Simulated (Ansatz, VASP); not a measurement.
## AlN: VASP beside Ansatz

```
CELL_PARAMETERS angstrom
3.28160 0.00000 0.00000
-1.64080 2.84195 0.00000
0.00000 0.00000 4.30560
ATOMIC_POSITIONS crystal
Al 0.33333 0.66667 0.75000
Al 0.66667 0.33333 0.25000
N 0.33333 0.66667 0.25000
N 0.66667 0.33333 0.75000
```

Alike in both runs: task single point; functional PBEsol; k mesh 9 × 9 × 6; occupations gaussian, width 0.05 eV; no spin polarisation.

|  | VASP | Ansatz |
| --- | --- | --- |
| version | VASP 6.6.1 | Ansatz 0.2.0 |
| potentials or method | VASP PAW PBE potentials, release 64 (Al, N), cutoff 520 eV | scalar-relativistic, plane waves, PAW |
| valence electrons in the cell | 16 | 16 |

```csv
,VASP,Ansatz,Ansatz less VASP
gap on the k mesh at the Fermi level (eV),3.02,3.01,-0.013
least direct gap on the mesh (eV),3.02,3.01,-0.013
pressure (GPa),-3.9,-3.9,+0.01
"traceless stress, the component that is largest in VASP (GPa)",-4.42,-4.36,+0.056
```

VASP's potentials were made for PBE, not for PBEsol, and Ansatz warns of the same on its side.
